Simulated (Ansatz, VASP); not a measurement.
# One calculation of BiTe, two programs

```
Bi Te
1.0
     3.19715    3.19715    0.00000
    -3.19715    3.19715    0.00000
     0.00000    0.00000    6.20248
Bi Te
2 2
Direct
  0.00000 0.00000 0.00000
  0.50000 0.50000 0.50000
  0.50000 0.50000 0.00000
  0.00000 0.00000 0.50000
```

Change from the starting cell: strain along c alone, the other axes held, atoms relaxed: -3.0 %.

Alike in both runs: task single point; functional PBEsol; k mesh 12 × 12 × 8; occupations gaussian, width 0.1 eV; no spin polarisation.

```csv
,VASP,Ansatz
version,VASP 6.6.1,Ansatz 0.2.0
potentials or method,"VASP PAW PBE potentials, release 64 (Bi_d, Te), cutoff 520 eV","scalar-relativistic, plane waves, PAW"
valence electrons in the cell,42,62
```

Ansatz gave:

| Property | Result |
| --- | --- |
| gap on the k mesh at the Fermi level (eV) | none |
| pressure (GPa) | 1.9 |
| traceless stress, the component that is largest in VASP (GPa) | 2.57 |

Question: What did VASP give for the same quantities?

Answer: gap on the k mesh at the Fermi level (eV): none; pressure (GPa): 1.8; traceless stress, the component that is largest in VASP (GPa): 2.58.

VASP's potentials were made for PBE, not for PBEsol. A gap of «none» marks a metal or a gap that the smearing closes. With one functional, cell and mesh, what is left measures potentials, basis and numerics. VASP's potentials hold 42 valence electrons a cell and Ansatz's 62, so a difference there can come from the potentials and not from the codes.

Spin-orbit coupling is off throughout.
